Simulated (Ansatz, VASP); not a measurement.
One calculation of Na2MnAlC6N6, two programs

```
CELL_PARAMETERS angstrom
0.00000 5.03299 5.03299
5.03299 0.00000 5.03299
5.03299 5.03299 0.00000
ATOMIC_POSITIONS crystal
Na 0.25000 0.25000 0.25000
Na 0.75000 0.75000 0.75000
Mn 0.00000 0.00000 0.00000
Al 0.50000 0.50000 0.50000
C 0.81267 0.18733 0.18733
C 0.18733 0.81267 0.18733
C 0.18733 0.18733 0.81267
C 0.18733 0.81267 0.81267
C 0.81267 0.18733 0.81267
C 0.81267 0.81267 0.18733
N 0.69503 0.30497 0.30497
N 0.30497 0.69503 0.30497
N 0.30497 0.30497 0.69503
N 0.30497 0.69503 0.69503
N 0.69503 0.30497 0.69503
N 0.69503 0.69503 0.30497
```

Alike in both runs: functional PBE; k mesh 6 × 6 × 6; occupations gaussian, width 0.02 eV; no spin polarisation.

Ansatz relaxed the structure, and its values are those at the end. VASP's run is a single point on that final structure, the one shown.

```csv
,VASP,Ansatz
version,VASP 6.6.1,Ansatz 0.2.0
potentials or method,"VASP PAW PBE potentials, release 64 (Na_pv, Mn_pv, Al, C, N), cutoff 520 eV","scalar-relativistic, plane waves, PAW"
valence electrons in the cell,84,90
```

VASP gave:

- gap on the k mesh at the Fermi level (eV): 1.61
- least direct gap on the mesh (eV): 2.37
- pressure (GPa): 0.3
- rms of the force components (eV/Å): 0.164

Question: Estimate Ansatz's values.

Answer: gap on the k mesh at the Fermi level (eV): 1.61; least direct gap on the mesh (eV): 2.38; pressure (GPa): 0.0; rms of the force components (eV/Å): 0.001.

One of these differences is far larger than is usual between the two programs; its cause wasn't traced. VASP's potentials hold 84 valence electrons a cell and Ansatz's 90, so a difference there can come from the potentials and not from the codes.

Noted on VASP's run: the standard files for N, O and F lose accuracy on very short bonds.
